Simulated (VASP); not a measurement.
Here is a VASP 6.6.1 calculation.

INCAR

```
  PREC = Accurate
  ENCUT = 520
  EDIFF = 1E-6
  ISMEAR = 0
  SIGMA = 0.15
  LREAL = False
  LASPH = True
  NELM = 80
  ALGO = Normal
  ISIF = 2
  LWAVE = False
  LCHARG = False
  GGA = PS
  NBANDS = 16
```

File KPOINTS:

```
regular mesh
0
Gamma
  14 14 14
```

File POSCAR:

```
CuI
1.0
    0.0000000000      2.8620890000      2.8620890000
    2.8620890000      0.0000000000      2.8620890000
    2.8620890000      2.8620890000      0.0000000000
Cu I
1 1
Direct
   -0.0131023179     -0.0131023179      0.0131023179
    0.5000000000      0.5000000000      0.5000000000
```

Potentials or basis: VASP PAW PBE potentials, release 64 (Cu, I).

Command:

```sh
$ cat potpaw_PBE.64/Cu/POTCAR potpaw_PBE.64/I/POTCAR > POTCAR
$ mpirun -np 1 vasp_std > vasp.out
```

(1) What does it give for the largest force?

(2) Predict the pressure.

Results:

(1) 0.006 eV/Å.

(2) -3.0 GPa.

Caveat: the cell differs from its parent crystal (all Cu atoms moved +0.075 Å, as atom 1 towards its neighbour atom 2 (I) at 2.862 Å); the PAW data sets were made with another functional, which shifts forces and pressure a little.
